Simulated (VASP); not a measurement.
Here is a VASP 6.6.1 calculation.

Contents of INCAR:

```
PREC = Accurate ; ENCUT = 500
EDIFF = 1E-7 ; ISMEAR = -1
SIGMA = 0.01 ; LREAL = F
LASPH = T ; NELM = 120
ALGO = Normal ; ISIF = 3
LWAVE = F ; LCHARG = F
GGA = PE ; IBRION = 2
NSW = 80 ; EDIFFG = -0.002
PSTRESS = 120.0 ; GGA_COMPAT = F
NELMIN = 4
```

Contents of KPOINTS:

```
Automatic mesh
0
Gamma
  16 16 8
```

Contents of POSCAR:

```
TiSe2
1.0
    3.5400000000      0.0000000000      0.0000000000
   -1.7700000000      3.0657299294      0.0000000000
    0.0000000000      0.0000000000      6.0080000000
Ti Se
1 2
Direct
    0.0000000000      0.0000000000      0.0000000000
    0.3333333333      0.6666666667      0.2550000000
    0.6666666667      0.3333333333     -0.2550000000
```

Potentials or basis: VASP PAW PBE potentials, release 64 (Ti_sv, Se).

Run with:

```bash
$ cat potpaw_PBE.64/Ti_sv/POTCAR potpaw_PBE.64/Se/POTCAR > POTCAR
$ mpirun -np 1 vasp_std > vasp.out
```

**Question.** Predict the band gap on the k mesh.

**Answer.** Zero (band 12 reaches 7.39 eV, above the bottom of band 13 at 6.29 eV).

**Question.** Estimate the relaxed volume.

**Answer.** 18.27 Å³/atom.

**Question.** Estimate the relaxed cell.

**Answer.** a = 3.366 Å, b = 3.366 Å, c = 5.586 Å, α = 90.00°, β = 90.00°, γ = 120.00°.

**Question.** Predict the space group after relaxing (to 0.05 Å).

**Answer.** P-3m1 (No. 164).

The path:
```csv
step,energy change (eV),largest force (eV/Å),pressure (GPa),volume (Å³)
1,0.0000,0.0727,1.43,65.20
2,1.0110,2.8283,29.03,52.59
3,0.2417,1.1992,11.87,58.91
4,0.2551,0.7518,11.72,57.33
5,0.3675,0.0455,11.91,55.08
6,0.3846,0.0196,12.45,54.57
7,0.4018,0.0063,12.81,54.30
8,0.4038,0.0092,12.85,54.28
9,0.3353,0.1726,10.62,55.21
10,0.3748,0.0759,11.95,54.65
11,0.3681,0.0193,12.03,54.73
12,0.3660,0.0001,12.05,54.76
13,0.3670,0.0093,12.03,54.75
14,0.3671,0.0106,12.04,54.74
15,0.3637,0.0096,11.97,54.79
16,0.3603,0.0085,11.90,54.83
17,0.3621,0.0090,11.93,54.81
18,0.3633,0.0037,12.01,54.79
19,0.3631,0.0015,11.99,54.80
```

Caveat: the cell is relaxed towards a set pressure, so the enthalpy falls and the energy may rise; the volume moved by over 15 % at a fixed basis, so the end points are rough; this functional lacks dispersion, which binds the layers, so the pressure and a relaxed spacing across them are unreliable.
